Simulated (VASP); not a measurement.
The system is LuH2.

```
CELL_PARAMETERS angstrom
0.00000 2.51650 2.51650
2.51650 0.00000 2.51650
2.51650 2.51650 0.00000
ATOMIC_POSITIONS crystal
Lu 0.00000 0.00000 0.00000
H 0.25000 0.25000 0.25000
H 0.75000 0.75000 0.75000
```

| Item | Value |
| --- | --- |
| Program | VASP 6.6.1 |
| Task | relaxation of volume and atoms at fixed shape |
| Functional | PBEsol |
| Potentials or basis | VASP PAW PBE potentials, release 64 (Lu, H) |
| Cutoff | 600 eV |
| k mesh | 8 × 8 × 8 |
| Occupations | methfessel-paxton, width 0.02 eV |
| Spin | no spin polarisation |

At the start: pressure -3.7 GPa; volume 10.62 Å³/atom.

Task: How do energy, volume and symmetry change on relaxing?

Result: Over 3 steps the energy falls by 4.8 meV/atom and the volume is 10.21 Å³/atom (-3.9 %); space group Fm-3m (No. 225, to 0.05 Å).

Step by step:
| step | energy change (eV) | largest force (eV/Å) | pressure (GPa) | volume (Å³) |
| --- | --- | --- | --- | --- |
| 1 | 0.0000 | 0.0000 | -3.65 | 31.87 |
| 2 | -0.0143 | 0.0000 | -0.41 | 30.77 |
| 3 | -0.0145 | 0.0000 | -0.02 | 30.64 |

Final structure:
```
CELL_PARAMETERS angstrom
0.00000 2.48366 2.48366
2.48366 0.00000 2.48366
2.48366 2.48366 0.00000
ATOMIC_POSITIONS crystal
Lu 0.00000 0.00000 0.00000
H 0.25000 0.25000 0.25000
H 0.75000 0.75000 0.75000
```

Caveat: the PAW data sets were made with another functional, which shifts forces and pressure a little.
